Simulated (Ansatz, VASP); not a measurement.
**Two plane-wave programs on Fe**

The input INCAR:

```
SYSTEM = Fe
ALGO     = Normal         ! electronic algorithm
EDIFF    = 1E-7           ! SCF threshold, eV
ENCUT    = 520            ! plane-wave cutoff, eV
GGA      = PE             ! functional
ISIF     = 2              ! what is computed and relaxed
ISMEAR   = 1              ! smearing method
ISPIN    = 2              ! spin polarisation
LASPH    = .True.         ! aspherical terms in the spheres
LCHARG   = .False.        ! write CHGCAR
LMAXMIX  = 4              ! l up to which the mixer works
LORBIT   = 11             ! projections on sites
LREAL    = .False.        ! projectors in reciprocal space
LWAVE    = .False.        ! write WAVECAR
MAGMOM   = 2.208          ! initial moments
NBANDS   = 14             ! bands
NELM     = 150            ! most SCF steps
PREC     = Accurate       ! precision mode
SIGMA    = 0.6            ! smearing width, eV
```

KPOINTS

```
k-points
0
Gamma
  15 15 15
  0 0 0
```

POSCAR

```
Fe
1.0
   -1.4163059769      1.4163059769      1.4163059769
    1.4163059769     -1.4163059769      1.4163059769
    1.4163059769      1.4163059769     -1.4163059769
Fe
1
Direct
    0.0000000000      0.0000000000      0.0000000000
```

Input for Ansatz:

```yaml
crystal:
  lattice:
    - [-1.4163059769, 1.4163059769, 1.4163059769]
    - [1.4163059769, -1.4163059769, 1.4163059769]
    - [1.4163059769, 1.4163059769, -1.4163059769]
  atoms:
    - { symbol: Fe, position: [0.0, 0.0, 0.0], spin: 2.208 }
hamiltonian:
  xc: pbe
  pseudopotentials:
    kind: paw
    azcp:
      Fe: "pseudopotentials/Fe.paw.azcp"
basis:
  ecutwfc: 420
  fft_grid_basis: typed
kpoints:
  mp_grid: { grid: [15, 15, 15], shift: [0, 0, 0] }
magnetization:
  spin_polarized: true
scf:
  occupations: { method: cold, width: 0.6 }
  lower_state_search: "off"
output:
  stress: true
```

Alike in both runs: task single point; functional PBE; k mesh 15 × 15 × 15; collinear spin.

|  | VASP | Ansatz |
| --- | --- | --- |
| version | VASP 6.6.1 | Ansatz 0.2.0 |
| potentials or method | VASP PAW PBE potentials, release 64 (Fe), cutoff 520 eV | plane waves (420 eV) with PAW, scalar-relativistic |
| occupations | methfessel-paxton of order 1, width 0.6 eV | cold, width 0.6 eV |
| valence electrons in the cell | 8 | 16 |

Ansatz gave:

| Property | Result |
| --- | --- |
| pressure (GPa) | -3.4 |
| net moment per atom (μB) | 2.10 |
| size of the moment on the site where the two differ most (μB) | 2.15 |

**Question.** What did VASP give for the same quantities?

**Answer.** Pressure (GPa): -0.9; net moment per atom (μB): 2.18; size of the moment on the site where the two differ most (μB): 2.18.

Site moments also hang on the region over which each program counts them. VASP's potentials hold 8 valence electrons a cell and Ansatz's 16, so a difference there can come from the potentials and not from the codes. Ansatz's warnings: stability check not made.
